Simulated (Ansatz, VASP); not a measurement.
# TaSi2: VASP beside Ansatz

```xyz
6
Lattice="5.6281 0.0000 0.0000 0.0000 5.6281 0.0000 0.0000 0.0000 5.6281" Properties=species:S:1:pos:R:3 pbc="T T T"
Ta    0.0000    0.0000    0.0000
Ta    2.8140    2.8140    2.8140
Si    1.4070    1.4070    1.4070
Si    1.4070    4.2211    4.2211
Si    4.2211    4.2211    1.4070
Si    4.2211    1.4070    4.2211
```

Alike in both runs: functional r2SCAN; k mesh 8 × 8 × 8; occupations gaussian, width 0.1 eV; no spin polarisation.

Ansatz relaxed the structure, and its values are those at the end. VASP's run is a single point on that final structure, the one shown.

```csv
,VASP,Ansatz
version,VASP 6.6.1,Ansatz 0.2.0
potentials or method,"VASP PAW PBE potentials, release 64 (Ta_pv, Si), cutoff 520 eV","scalar-relativistic, plane waves, PAW"
valence electrons in the cell,38,42
```

|  | VASP | Ansatz | Ansatz less VASP |
| --- | --- | --- | --- |
| gap on the k mesh at the Fermi level (eV) | none | none | - |
| pressure (GPa) | 0.0 | 0.0 | +0.01 |

VASP's potentials were made for PBE, not for r2SCAN. A gap of «none» marks a metal or a gap that the smearing closes. With one functional, cell and mesh, what is left measures potentials, basis and numerics. VASP's potentials hold 38 valence electrons a cell and Ansatz's 42, so a difference there can come from the potentials and not from the codes.

Spin-orbit coupling is off throughout.
